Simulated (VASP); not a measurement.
# TbGa2O3 (C2/m) in VASP: single point with PBE

Aim: the single point of TbGa2O3 with PBE.

Everything below comes from runs of VASP 6.6.1. Logs are shortened: lines on timing, memory, paths and dates and some standing lists are left out, and cuts for length are marked.

## Step 1: The cell of the first run

It takes space group C2/m (No. 12, monoclinic). The conventional cell has a = 5.589 Å, b = 9.635 Å, c = 2.954 Å, α = 90.00°, β = 90.90°, γ = 90.00°. Tb (site symmetry 2/m) has 2 Tb at 2.95 Å and 12 O at 3.14 to 3.18 Å and 6 Ga at 3.21 to 3.22 Å within 3.9 Å. Within 3.0 Å of Ga (site symmetry 2) lie 6 O at 2.17 to 2.20 Å and 2 Ga at 2.95 Å. Within 3.0 Å of O (site symmetry 2/m) lie 4 Ga at 2.18 Å and 6 O at 2.78 to 2.95 Å. Within 3.0 Å of O (site symmetry -1) lie 4 Ga at 2.17 to 2.20 Å and 6 O at 2.78 to 2.95 Å.

The cell was built from a structure type or drawn by symmetry, and may not be a known phase.

## Step 2: Single point, PBE

INCAR

```
ALGO = Normal ; EDIFF = 1E-6
ENCUT = 600 ; GGA = PE
GGA_COMPAT = False ; ISIF = 2
ISMEAR = 0 ; LASPH = True
LCHARG = False ; LMAXMIX = 6
LREAL = False ; LWAVE = False
NBANDS = 36 ; NELM = 200
PREC = Accurate ; SIGMA = 0.2
```

KPOINTS

```
k-points
0
Gamma
  4 4 5
```

POSCAR

```
TbGa2O3
1.0
    2.7943217627     -4.8173238401     -0.0119883021
    2.7943217627      4.8173238401     -0.0119883021
   -0.0335913120      0.0000000000      2.9538548987
Tb Ga O
1 2 3
Direct
    0.0000000000      0.0000000000      0.0000000000
    0.6668190509      0.3331809491      0.0000000000
    0.3331809491      0.6668190509      0.0000000000
    0.5000000000      0.5000000000      0.5000000000
    0.0000000000      0.5000000000      0.5000000000
    0.5000000000      0.0000000000      0.5000000000
```

Potentials or basis: VASP PAW PBE potentials, release 64 (Tb_3, Ga_d, O), 4f in core.

Started as:

```console
> cat potpaw_PBE.64/Tb_3/POTCAR potpaw_PBE.64/Ga_d/POTCAR potpaw_PBE.64/O/POTCAR > POTCAR
> mpirun -np 1 vasp_std > vasp.out
```

OUTCAR:

```text
EDIFF = 1E-6
   ENCUT = 600
   GGA = PE
   ISIF = 2
   ISMEAR = 0
   LASPH = True
   LREAL = False
   NELM = 200
   PREC = Accurate

 ion  position               nearest neighbor table
   1  0.000  0.000  0.000-   2 3.21   3 3.21   2 3.22   3 3.22   2 3.22   3 3.22
   2  0.667  0.333  0.000-   5 2.17   6 2.17   4 2.18   4 2.18   5 2.20   6 2.20   1 3.21   1 3.22
                             1 3.22
   3  0.333  0.667  0.000-   6 2.17   5 2.17   4 2.18   4 2.18   5 2.20   6 2.20   1 3.21   1 3.22
                             1 3.22
   4  0.500  0.500  0.500-   2 2.18   3 2.18   2 2.18   3 2.18
   5  0.000  0.500  0.500-   3 2.17   2 2.17   2 2.20   3 2.20
   6  0.500  0.000  0.500-   2 2.17   3 2.17   2 2.20   3 2.20

  LATTYP: Found a base centered monoclinic cell.
 ALAT       =     5.5886949578
 B/A-ratio  =     1.7239530432
 C/A-ratio  =     0.5285752605
 COS(beta)  =    -0.0156611051

  Lattice vectors:

 A1 = (   2.7943217627,  -4.8173238401,  -0.0119883021)
 A2 = (   2.7943217627,   4.8173238401,  -0.0119883021)
 A3 = (  -0.0335913120,   0.0000000000,   2.9538548987)

Analysis of symmetry for initial positions (statically):
=====================================================================
 Subroutine PRICEL returns:
 Original cell was already a primitive cell.

 Routine SETGRP: Setting up the symmetry group for a
 base centered monoclinic supercell.

 Subroutine GETGRP returns: Found  4 space group operations
 (whereof  4 operations were pure point group operations)
 out of a pool of  4 trial point group operations.

The static configuration has the point symmetry C_2h.

Analysis of symmetry for dynamics (positions and initial velocities):
=====================================================================
 Subroutine PRICEL returns:
 Original cell was already a primitive cell.

 Routine SETGRP: Setting up the symmetry group for a
 base centered monoclinic supercell.

 Subroutine GETGRP returns: Found  4 space group operations
 (whereof  4 operations were pure point group operations)
 out of a pool of  4 trial point group operations.

The dynamic configuration has the point symmetry C_2h.

 Subroutine INISYM returns: Found  4 space group operations
 (whereof  4 operations are pure point group operations),
 and found     1 'primitive' translations

----------------------------------------------------------------------------------------
[... 103 lines left out ...]
   EDIFFG = 0.1E-04   stopping-criterion for IOM
   NSW    =      0    number of steps for IOM
   IBRION =     -1    ionic relax: 0-MD 1-quasi-New 2-CG
   NFREE  =      0    steps in history (QN), initial steepest desc. (CG)
   ISIF   =      2    stress and relaxation
   ISYM   =      2    0-nonsym 1-usesym 2-fastsym
   POTIM  = 0.5000    time-step for ionic-motion
   TEBEG  =    0.0;   TEEND  =   0.0 temperature during run
   PSTRESS=    0.0 pullay stress
   NELECT =      53.0000    total number of electrons
   NUPDOWN=      -1.0000    fix difference up-down
   EMIN   =  10.00;   EMAX   =-10.00  energy-range for DOS
   EFERMI =   0.00;   METHOD = LEGACY
   ISMEAR =     0;   SIGMA  =   0.20  broadening in eV -4-tet -1-fermi 0-gaus
   EFERMI_NEDOS =   21; number of points for ismear=-14 and -15
   IALGO  =     38    algorithm
   IMIX   =      4    mixing-type and parameters
     AMIX     =   0.40;   BMIX     =  1.00
     AMIX_MAG =   1.60;   BMIX_MAG =  1.00
  volume/ion in A,a.u.               =      13.25        89.44
  Fermi-wavevector in a.u.,A,eV,Ry     =   1.430013  2.702333 27.823067  2.044938
  Thomas-Fermi vector in A             =   2.549905
   LORBIT       =      0    0 simple, 1 ext, 2 COOP (PROOUT), +10 PAW based schemes
   GGA     = PE    functional components
   LHFCALC =     F    Hartree Fock is set to
   AEXX    =    0.0000 exact exchange contribution
   IVDW    =     0    specifies the selected vdW correction
   LEPSILON=     F    determine dielectric tensor
   LRPA    =     F    only Hartree local field effects (RPA)
 non-spin polarized calculation
 Gauss-broadening in eV      SIGMA  =   0.20
  energy-cutoff  :      600.00
  volume of cell :       79.52
 maximum number of plane-waves:      2674
 NGX is ok and might be reduce to    48
   NGX = 23   NGY = 23   NGZ = 11

 number of electron      52.9999992 magnetization

 Free energy of the ion-electron system (eV)
  ---------------------------------------------------
  ext. energy  EPLUGINS =         0.00000000
  ---------------------------------------------------
  free energy    TOTEN  =       -30.55321989 eV

  energy without entropy =      -30.48246192  energy(sigma->0) =      -30.51784091

 E-fermi :   6.5568     XC(G=0): -11.4440

 val. band max:        6.4824369790   @ k =   0.0000   0.0000   0.2000
 cond. band min:       6.6257951109   @ k =  -0.2500   0.0000   0.2000
 fundamental gap:      0.1433581318
 Fermi energy:         6.5567568654

 k-point     1 :       0.0000    0.0000    0.0000
  band No.  band energies     occupation
      1     -17.6280      2.00000
      2     -17.6267      2.00000
      3     -16.5477      2.00000
      4     -14.1181      2.00000
      5     -12.9071      2.00000
      6     -12.9017      2.00000
[... 925 lines left out ...]
     35      12.1688      0.00000
     36      13.4976      0.00000

 [... further k-points ...]

------------------------ aborting loop because EDIFF is reached ----------------------------------------

  FORCE on cell =-STRESS in cart. coord.  units (eV):
  Direction    XX          YY          ZZ          XY          YZ          ZX
  --------------------------------------------------------------------------------------
  -------------------------------------------------------------------------------------
  Total        0.2232842      0.2523489      0.1185802      0.0000000      0.0000000     -0.3194314
  in kB        4.4987131      5.0843067      2.3891452      0.0000000      0.0000000     -6.4358799
  external PRESSURE =       3.9907217 kB  Pullay stress =       0.0000000 kB

 VOLUME and BASIS-vectors are now :
 -----------------------------------------------------------------------------
  energy-cutoff  :      600.00
  volume of cell :       79.52
      direct lattice vectors                 reciprocal lattice vectors
     2.794321763 -4.817323840 -0.011988302     0.178943027 -0.103792067  0.002034945
     2.794321763  4.817323840 -0.011988302     0.178943027  0.103792067  0.002034945
    -0.033591312  0.000000000  2.953854899     0.001452490  0.000000000  0.338557182

 POSITION                                       TOTAL-FORCE (eV/Angst)
 -----------------------------------------------------------------------------------
      0.00000      0.00000      0.00000        -0.000000      0.000000     -0.000000
      2.79432     -1.60724     -0.01199         0.000000      0.014211     -0.000000
      2.79432      1.60724     -0.01199         0.000000     -0.014211      0.000000
      2.77753      0.00000      1.46494        -0.000000     -0.000000     -0.000000
      1.38037      2.40866      1.47093        -0.000000      0.000000     -0.000000
      1.38037     -2.40866      1.47093        -0.000000      0.000000     -0.000000
 -----------------------------------------------------------------------------------
    total drift:                               -0.000000     -0.000000     -0.000000

  FREE ENERGIE OF THE ION-ELECTRON SYSTEM (eV)
  ---------------------------------------------------
  free  energy   TOTEN  =       -30.5532198873 eV

  energy  without entropy=      -30.4824619242  energy(sigma->0) =      -30.51784091
```

stdout:

```text
POSCAR found type information on POSCAR TbGaO
 POSCAR found :  3 types and       6 ions
 scaLAPACK will be used
 LDA part: xc-table for (Slater+PW92), standard interpolation
 POSCAR, INCAR and KPOINTS ok, starting setup
 FFT: planning ... GRIDC
 FFT: planning ... GRID_SOFT
 FFT: planning ... GRID
 WAVECAR not read
 entering main loop
```

It took 39 s on 1 thread of Intel Xeon 6975P-C (Granite Rapids), shared host; peak memory 0.27 GiB.

Results:

```yaml
Free_energy: -30.5532 eV
Pressure: 0.4 GPa
Largest_force: 0.014 eV/Å
Band_gap_on_the_k_mesh: zero (an odd number of electrons rules out a gap without spin polarisation)
```

Forces on the atoms (eV/Å):
```
Tb   0.000  0.000  0.000
Ga   0.000  0.014  0.000
Ga   0.000 -0.014  0.000
O    0.000  0.000  0.000
O    0.000  0.000  0.000
O    0.000  0.000  0.000
```

Stress tensor (GPa, compression positive):
```
 0.45  0.00 -0.64
 0.00  0.51  0.00
-0.64  0.00  0.24
```

Caveat: the k points lie up to 0.43 Å⁻¹ apart, too coarse for converged energies and pressures of a metal; spin-orbit coupling is left out, which moves the levels of the heavy elements; the 4f electrons are frozen in the core, so they carry no moment and show no levels; an odd number of electrons without spin polarisation forces a metal; a magnetic or distorted state may lie lower; the run has no spin polarisation, though such a crystal can be magnetic. With open d or f shells a metallic result of PBE can be an artefact of self-interaction; +U or a hybrid may open a gap.
